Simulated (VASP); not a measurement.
# Cu3O2 (I4/mmm) in VASP: a series of runs, part 2 of 3

VASP 6.6.1. Earlier steps stand in the parts before.

### 3 Single point, PBE

This run uses another cell than the first one, of 11.90 Å³/atom.

INCAR reads:

```
SYSTEM = Cu3O2
ALGO = Normal ; EDIFF = 1E-7
ENCUT = 520 ; GGA = PE
ISIF = 2 ; ISMEAR = -1
LASPH = .TRUE. ; LCHARG = .FALSE.
LREAL = .FALSE. ; LWAVE = .FALSE.
NBANDS = 30 ; NELM = 80
PREC = Accurate ; SIGMA = 0.05
```

KPOINTS reads:

```
k-points
0
G
  9 9 9
  0 0 0
```

POSCAR reads:

```
Cu3O2
1.0
   -2.0138222984      2.0138222984      3.6667889867
    2.0138222984     -2.0138222984      3.6667889867
    2.0138222984      2.0138222984     -3.6667889867
Cu O
3 2
Direct
    0.0000000000      0.0000000000      0.0000000000
    0.7500000000      0.2500000000      0.5000000000
    0.2500000000      0.7500000000      0.5000000000
    0.5000000000      0.0000000000      0.5000000000
    0.0000000000      0.5000000000      0.5000000000
```

Potentials or basis: VASP PAW PBE potentials, release 64 (Cu, O).

Run with:

```sh
$ cat potpaw_PBE.64/Cu/POTCAR potpaw_PBE.64/O/POTCAR > POTCAR
$ mpirun -np 1 vasp_std > vasp.out
```

OUTCAR:

```text
SYSTEM = Cu3O2
   EDIFF = 1E-7
   ENCUT = 520
   GGA = PE
   ISIF = 2
   ISMEAR = -1
   LASPH = .TRUE.
   LREAL = .FALSE.
   NELM = 80
   PREC = Accurate

 ion  position               nearest neighbor table
   1  0.000  0.000  0.000-   4 2.01   5 2.01   5 2.01   4 2.01   2 2.72   3 2.72   2 2.72   3 2.72
                             2 2.72   2 2.72   3 2.72   3 2.72
   2  0.750  0.250  0.500-   4 1.83   5 1.83   1 2.72   1 2.72   1 2.72   1 2.72
   3  0.250  0.750  0.500-   4 1.83   5 1.83   1 2.72   1 2.72   1 2.72   1 2.72
   4  0.500  0.000  0.500-   2 1.83   3 1.83   1 2.01   1 2.01
   5  0.000  0.500  0.500-   2 1.83   3 1.83   1 2.01   1 2.01

  LATTYP: Found a body centered tetragonal cell.
 ALAT       =     4.0276445968
 C/A-ratio  =     1.8208105996

  Lattice vectors:

 A1 = (  -2.0138222984,   2.0138222984,   3.6667889867)
 A2 = (   2.0138222984,  -2.0138222984,   3.6667889867)
 A3 = (   2.0138222984,   2.0138222984,  -3.6667889867)

Analysis of symmetry for initial positions (statically):
=====================================================================
 Subroutine PRICEL returns:
 Original cell was already a primitive cell.

 Routine SETGRP: Setting up the symmetry group for a
 body centered tetragonal supercell.

 Subroutine GETGRP returns: Found 16 space group operations
 (whereof 16 operations were pure point group operations)
 out of a pool of 16 trial point group operations.

The static configuration has the point symmetry D_4h.

Analysis of symmetry for dynamics (positions and initial velocities):
=====================================================================
 Subroutine PRICEL returns:
 Original cell was already a primitive cell.

 Routine SETGRP: Setting up the symmetry group for a
 body centered tetragonal supercell.

 Subroutine GETGRP returns: Found 16 space group operations
 (whereof 16 operations were pure point group operations)
 out of a pool of 16 trial point group operations.

The dynamic configuration has the point symmetry D_4h.

 Subroutine INISYM returns: Found 16 space group operations
 (whereof 16 operations are pure point group operations),
 and found     1 'primitive' translations

----------------------------------------------------------------------------------------

                                     Primitive cell

  volume of cell :      59.4824

  direct lattice vectors                    reciprocal lattice vectors
    -2.013822298  2.013822298  3.666788987     0.000000000  0.248284072  0.136359087
     2.013822298 -2.013822298  3.666788987     0.248284072  0.000000000  0.136359087
     2.013822298  2.013822298 -3.666788987     0.248284072  0.248284072  0.000000000

  length of vectors
     4.642876476  4.642876476  4.642876476     0.283264507  0.283264507  0.351126702

  position of ions in fractional coordinates (direct lattice)
     0.000000000  0.000000000  0.000000000
     0.750000000  0.250000000  0.500000000
     0.250000000  0.750000000  0.500000000
     0.500000000  0.000000000  0.500000000
     0.000000000  0.500000000  0.500000000

  ion indices of the primitive-cell ions
   primitive index   ion index
                 1           1
                 2           2
                 3           3
                 4           4
                 5           5

----------------------------------------------------------------------------------------

 KPOINTS: k-points

Automatic generation of k-mesh.
 Grid dimensions read from file:
 generate k-points for:    9    9    9

 Generating k-lattice:

  Cartesian coordinates                     Fractional coordinates (reciprocal lattice)
     0.000000000  0.027587119  0.015151010     0.111111111 -0.000000000  0.000000000
     0.027587119  0.000000000  0.015151010    -0.000000000  0.111111111  0.000000000
     0.027587119  0.027587119  0.000000000     0.000000000  0.000000000  0.111111111

  Length of vectors
     0.031473834  0.031473834  0.039014078

  Shift w.r.t. Gamma in fractional coordinates (k-lattice)
     0.000000000  0.000000000  0.000000000

 Subroutine IBZKPT returns following result:
 ===========================================

 Found     75 irreducible k-points:

 Following reciprocal coordinates:
            Coordinates               Weight
  0.000000  0.000000  0.000000      1.000000
  0.111111 -0.000000  0.000000      8.000000
  0.222222 -0.000000  0.000000      8.000000
  0.333333  0.000000 -0.000000      8.000000
  0.444444 -0.000000  0.000000      8.000000
  0.111111  0.111111  0.000000      8.000000
[... 16 lines left out ...]
 -0.333333  0.333333  0.000000      4.000000
  0.444444  0.444444  0.000000      8.000000
 [... further k-points ...]
   k-points           NKPTS =     75   k-points in BZ     NKDIM =     75   number of bands    NBANDS=     30
   number of dos      NEDOS =    301   number of ions     NIONS =      5
   total plane-waves  NPLWV =  46656
   dimension x,y,z NGX =    36 NGY =   36 NGZ =   36
   dimension x,y,z NGXF=    72 NGYF=   72 NGZF=   72
   ions per type =               3   2
   NGX,Y,Z   is equivalent  to a cutoff of  12.89, 12.89, 12.89 a.u.
   NGXF,Y,Z  is equivalent  to a cutoff of  25.78, 25.78, 25.78 a.u.
 SYSTEM =  Cu3O2
   PREC   = accura    normal or accurate (medium, high low for compatibility)
   ISTART =      0    job   : 0-new  1-cont  2-samecut
   ICHARG =      2    charge: 1-file 2-atom 10-const
   ISPIN  =      1    spin polarized calculation?
   LNONCOLLINEAR =      F non collinear calculations
   LSORBIT =      F    spin-orbit coupling
   LASPH  =      T    aspherical Exc in radial PAW
   ENCUT  =  520.0 eV  38.22 Ry    6.18 a.u.   8.63  8.63  8.63*2*pi/ulx,y,z
   NELM   =     80;   NELMIN=  2; NELMDL= -5     # of ELM steps
   EDIFF  = 0.1E-06   stopping-criterion for ELM
   LREAL  =      F    real-space projection
   EDIFFG = 0.1E-05   stopping-criterion for IOM
   NSW    =      0    number of steps for IOM
   IBRION =     -1    ionic relax: 0-MD 1-quasi-New 2-CG
   NFREE  =      0    steps in history (QN), initial steepest desc. (CG)
   ISIF   =      2    stress and relaxation
   ISYM   =      2    0-nonsym 1-usesym 2-fastsym
   POTIM  = 0.5000    time-step for ionic-motion
   TEBEG  =    0.0;   TEEND  =   0.0 temperature during run
   PSTRESS=    0.0 pullay stress
   NELECT =      45.0000    total number of electrons
   NUPDOWN=      -1.0000    fix difference up-down
   EMIN   =  10.00;   EMAX   =-10.00  energy-range for DOS
   EFERMI =   0.00;   METHOD = LEGACY
   ISMEAR =    -1;   SIGMA  =   0.05  broadening in eV -4-tet -1-fermi 0-gaus
   EFERMI_NEDOS =   21; number of points for ismear=-14 and -15
   IALGO  =     38    algorithm
   IMIX   =      4    mixing-type and parameters
     AMIX     =   0.40;   BMIX     =  1.00
     AMIX_MAG =   1.60;   BMIX_MAG =  1.00
  volume/ion in A,a.u.               =      11.90        80.28
  Fermi-wavevector in a.u.,A,eV,Ry     =   1.491705  2.818914 30.275462  2.225184
  Thomas-Fermi vector in A             =   2.604326
   LORBIT       =      0    0 simple, 1 ext, 2 COOP (PROOUT), +10 PAW based schemes
   GGA     = PE    functional components
   LHFCALC =     F    Hartree Fock is set to
   AEXX    =    0.0000 exact exchange contribution
   IVDW    =     0    specifies the selected vdW correction
   LEPSILON=     F    determine dielectric tensor
   LRPA    =     F    only Hartree local field effects (RPA)
 non-spin polarized calculation
  energy-cutoff  :      520.00
  volume of cell :       59.48
 maximum number of plane-waves:      1637
   NGX = 17   NGY = 17   NGZ = 17

 number of electron      45.0000020 magnetization

 Free energy of the ion-electron system (eV)
  ---------------------------------------------------
  ext. energy  EPLUGINS =         0.00000000
  ---------------------------------------------------
  free energy    TOTEN  =       -22.69844503 eV

  energy without entropy =      -22.68227256  energy(sigma->0) =      -22.69035879

 E-fermi :   4.4892     XC(G=0): -11.2305

 val. band max:        4.4744564003   @ k =  -0.2222   0.1111   0.0000
 cond. band min:       4.4999384959   @ k =  -0.3333  -0.3333   0.1111
 fundamental gap:      0.0254820956
 Fermi energy:         4.4891567598

 k-point     1 :       0.0000    0.0000    0.0000
  band No.  band energies     occupation
      1     -14.7106      2.00000
      2     -13.4625      2.00000
      3      -2.0954      2.00000
      4      -1.1049      2.00000
      5      -1.1049      2.00000
      6      -0.5342      2.00000
[... 781 lines left out ...]
     29      15.2076      0.00000
     30      15.4232      0.00000

 [... further k-points ...]
[... 5 lines left out ...]
  --------------------------------------------------------------------------------------
  -------------------------------------------------------------------------------------
  Total        0.8844147      0.8844147      1.3515143      0.0000000      0.0000000      0.0000000
  in kB       23.8220069     23.8220069     36.4034899      0.0000000      0.0000000      0.0000000
  external PRESSURE =      28.0158346 kB  Pullay stress =       0.0000000 kB

 VOLUME and BASIS-vectors are now :
 -----------------------------------------------------------------------------
  energy-cutoff  :      520.00
  volume of cell :       59.48
      direct lattice vectors                 reciprocal lattice vectors
    -2.013822298  2.013822298  3.666788987     0.000000000  0.248284072  0.136359087
     2.013822298 -2.013822298  3.666788987     0.248284072  0.000000000  0.136359087
     2.013822298  2.013822298 -3.666788987     0.248284072  0.248284072  0.000000000

 POSITION                                       TOTAL-FORCE (eV/Angst)
 -----------------------------------------------------------------------------------
      0.00000      0.00000      0.00000         0.000000     -0.000000     -0.000000
      0.00000      2.01382      1.83339        -0.000000     -0.000000      0.000000
      2.01382      0.00000      1.83339         0.000000      0.000000     -0.000000
      0.00000      2.01382      0.00000         0.000000     -0.000000     -0.000000
      2.01382      0.00000      0.00000         0.000000     -0.000000     -0.000000
 -----------------------------------------------------------------------------------
    total drift:                                0.000000      0.000000      0.000000

  FREE ENERGIE OF THE ION-ELECTRON SYSTEM (eV)
  ---------------------------------------------------
  free  energy   TOTEN  =       -22.6984450266 eV

  energy  without entropy=      -22.6822725612  energy(sigma->0) =      -22.69035879
```

OSZICAR:

```text
N       E                     dE             d eps       ncg     rms          rms(c)
DAV:   1     0.439768721368E+03    0.43977E+03   -0.20935E+04  4644   0.234E+03
DAV:   2     0.396491980633E+02   -0.40012E+03   -0.37612E+03  4554   0.446E+02
DAV:   3    -0.265319590684E+02   -0.66181E+02   -0.62728E+02  5978   0.203E+02
DAV:   4    -0.298896107413E+02   -0.33577E+01   -0.33319E+01  6188   0.505E+01
DAV:   5    -0.299328929864E+02   -0.43282E-01   -0.43265E-01  6008   0.582E+00    0.192E+01
DAV:   6    -0.265880921433E+02    0.33448E+01   -0.55106E+01  6442   0.160E+02    0.142E+01
DAV:   7    -0.226140108538E+02    0.39741E+01   -0.16103E+01  5714   0.112E+02    0.313E+00
DAV:   8    -0.227752554659E+02   -0.16124E+00   -0.24424E+00  6512   0.146E+01    0.206E+00
DAV:   9    -0.227430979571E+02    0.32158E-01   -0.27693E-01  6570   0.205E+01    0.192E+00
DAV:  10    -0.227105899550E+02    0.32508E-01   -0.24452E-01  6932   0.171E+01    0.805E-01
DAV:  11    -0.227026128551E+02    0.79771E-02   -0.32245E-02  6978   0.334E+00    0.614E-01
DAV:  12    -0.226983529570E+02    0.42599E-02   -0.18292E-02  6912   0.128E+00    0.114E-01
DAV:  13    -0.226984382305E+02   -0.85274E-04   -0.13994E-03  6084   0.436E-01    0.776E-02
DAV:  14    -0.226984449678E+02   -0.67372E-05   -0.19485E-04  6798   0.237E-01    0.150E-02
DAV:  15    -0.226984448255E+02    0.14226E-06   -0.30037E-05  6870   0.776E-02    0.376E-03
DAV:  16    -0.226984449784E+02   -0.15284E-06   -0.27081E-06  6646   0.297E-02    0.150E-03
DAV:  17    -0.226984450266E+02   -0.48211E-07   -0.21282E-07  4158   0.683E-03
   1 F= -.22698445E+02 E0= -.22690359E+02  d E =-.161725E-01
```

Wall time 5.1 min (1 thread of AMD EPYC 7R43 (Zen 3), shared host); peak memory 0.22 GiB.

Results:

```
Free energy            : -22.6984 eV
Pressure               : 2.8 GPa
Band gap on the k mesh : zero (an odd number of electrons rules out a gap without spin polarisation)
```

Levels at points of the mesh, in eV from the Fermi level:
```
           k point  band 19  band 20  band 21  band 22  band 23  band 24  band 25  band 26  band 27  band 28
(0.00, 0.00, 0.00)    -1.65    -1.48    -0.80    -0.80     0.40     0.49     5.20     5.20     7.03     7.29
```

Caveat: an odd number of electrons without spin polarisation forces a metal; a magnetic or distorted state may lie lower. With open d or f shells a metallic result of PBE can be an artefact of self-interaction; +U or a hybrid may open a gap.

[end of part 2 of 3]
